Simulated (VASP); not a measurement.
Input of a VASP 6.6.1 run:

POSCAR

```
Sb
1.0
    2.1542000000      1.2437279499      3.7580000000
   -2.1542000000      1.2437279499      3.7580000000
    0.0000000000     -2.4874558998      3.7580000000
Sb
2
Direct
    0.7665100000      0.7665100000      0.7665100000
    0.2334900000      0.2334900000      0.2334900000
```

The input INCAR.step1:

```
ALGO = Normal
EDIFF = 1E-5
ENCUT = 520
GGA = PE
GGA_COMPAT = False
ISIF = 2
ISMEAR = -1
LASPH = True
LCHARG = False
LORBIT = 11
LORBMOM = True
LREAL = False
LSORBIT = True
LUSENCCL = False
LWAVE = True
MAGMOM = 0 0 0 0 0 0
NBANDS = 22
NELM = 150
PREC = Accurate
SIGMA = 0.05
```

The input INCAR.step2:

```
AEXX = 0.25
ALGO = Normal
EDIFF = 1E-6
ENCUT = 520
GGA = PE
GGA_COMPAT = False
ISIF = 2
ISMEAR = -1
ISTART = 1
LASPH = True
LCHARG = False
LHFCALC = True
LORBIT = 11
LORBMOM = True
LREAL = False
LSORBIT = True
LUSENCCL = False
LWAVE = False
MAGMOM = 0 0 0 0 0 0
NBANDS = 22
NELM = 150
PREC = Accurate
PRECFOCK = Normal
SIGMA = 0.05
```

Contents of KPOINTS:

```
k-points
0
Gamma
  4 4 4
```

Potentials or basis: VASP PAW PBE potentials, release 64 (Sb).

Run with:

```console
$ cat potpaw_PBE.64/Sb/POTCAR > POTCAR
$ cp INCAR.step1 INCAR
$ mpirun -np 1 vasp_ncl > vasp.out
$ cp INCAR.step2 INCAR
$ mpirun -np 1 vasp_ncl > vasp.out
```

**Question.** Predict the largest force.

**Answer.** 0.429 eV/Å.

**Question.** Estimate the net moment.

**Answer.** 0.00 μB per cell.

Stress tensor (GPa, compression positive):
```
-0.18  0.00  0.00
 0.00 -0.18  0.00
 0.00  0.00 -0.59
```

Caveat: the k points lie up to 0.44 Å⁻¹ apart; the PAW data sets were made with another functional, which shifts forces and pressure a little.
